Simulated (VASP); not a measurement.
Set up this calculation in VASP 6.6.1, as the native input.

| Item | Value |
| --- | --- |
| Task | single point |
| Functional | BLYP |
| Potentials or basis | VASP PAW PBE potentials, release 64 (Cu_sv_GW, O) |
| Cutoff | 610 eV |
| k mesh | 5 × 5 × 3 |
| Occupations | fermi-dirac, width 0.05 eV |
| Spin | no spin polarisation |
| Dipole correction | no |
| k mesh for the DOS | 8 × 8 × 5 |
| Occupations for the DOS | tetrahedron |
| Further INCAR settings | ALGO = Normal; EDIFF = 1e-06 |

Crystal: CuO.

```xyz
4
Lattice="1.9910 -2.1536 0.0000 1.9910 2.1536 0.0000 0.0000 0.0000 5.1559" Properties=species:S:1:pos:R:3 pbc="T T T"
Cu    0.9955   -1.0768    0.0000
Cu    0.9955    1.0768    2.5780
O     1.9910    0.0000    1.2890
O     1.9910    0.0000    3.8669
```

The input as run:

POSCAR

```
CuO
1.0
    1.9909680000     -2.1535500000      0.0000000000
    1.9909680000      2.1535500000      0.0000000000
    0.0000000000      0.0000000000      5.1559280000
Cu O
2 2
Direct
    0.5000000000      0.0000000000      0.0000000000
    0.0000000000      0.5000000000      0.5000000000
    0.5000000000      0.5000000000      0.2500000000
    0.5000000000      0.5000000000      0.7500000000
```

INCAR.step1

```
SYSTEM = CuO
  PREC = Accurate
  ENCUT = 610
  EDIFF = 1E-6
  ISMEAR = -1
  SIGMA = 0.05
  LREAL = .FALSE.
  LASPH = .TRUE.
  NELM = 120
  ALGO = Normal
  ISIF = 2
  LWAVE = .FALSE.
  LCHARG = .TRUE.
  LMAXMIX = 4
  GGA = B5
  ALDAX = 1.0
  AGGAX = 1.0
  AGGAC = 1.0
  ALDAC = 0.0
  NBANDS = 33
  GGA_COMPAT = .FALSE.
  NEDOS = 2001
  LORBIT = 11
```

KPOINTS.step1

```
Automatic mesh
0
G
  5 5 3
  0 0 0
```

INCAR.step2

```
SYSTEM = CuO
  PREC = Accurate
  ENCUT = 610
  EDIFF = 1E-6
  ISMEAR = -5
  SIGMA = 0.05
  LREAL = .FALSE.
  LASPH = .TRUE.
  NELM = 120
  ALGO = Normal
  ISIF = 2
  LWAVE = .FALSE.
  LCHARG = .FALSE.
  LMAXMIX = 4
  GGA = B5
  ALDAX = 1.0
  AGGAX = 1.0
  AGGAC = 1.0
  ALDAC = 0.0
  LORBIT = 11
  NEDOS = 2001
  ICHARG = 11
  GGA_COMPAT = .FALSE.
```

KPOINTS.step2

```
Automatic mesh
0
G
  8 8 5
  0 0 0
```

Potentials or basis: VASP PAW PBE potentials, release 64 (Cu_sv_GW, O).

The run is started by

```console
$ cat potpaw_PBE.64/Cu_sv_GW/POTCAR potpaw_PBE.64/O/POTCAR > POTCAR
$ cp INCAR.step1 INCAR
$ cp KPOINTS.step1 KPOINTS
$ mpirun -np 1 vasp_std > vasp.out
$ cp INCAR.step2 INCAR
$ cp KPOINTS.step2 KPOINTS
$ mpirun -np 1 vasp_std > vasp.out
```

Results of the run:

```json
{
  "Valence electrons inside the program's atomic spheres": "Cu 17.53; O 4.97"
}
```

Caveat: the k points lie up to 0.43 Å⁻¹ apart.

It took 110 s on 1 thread of Intel(R) Xeon(R) Platinum 8259CL CPU @ 2.50GHz (Skylake/Cascade Lake), with other jobs on the host, peak memory 0.23 GiB.
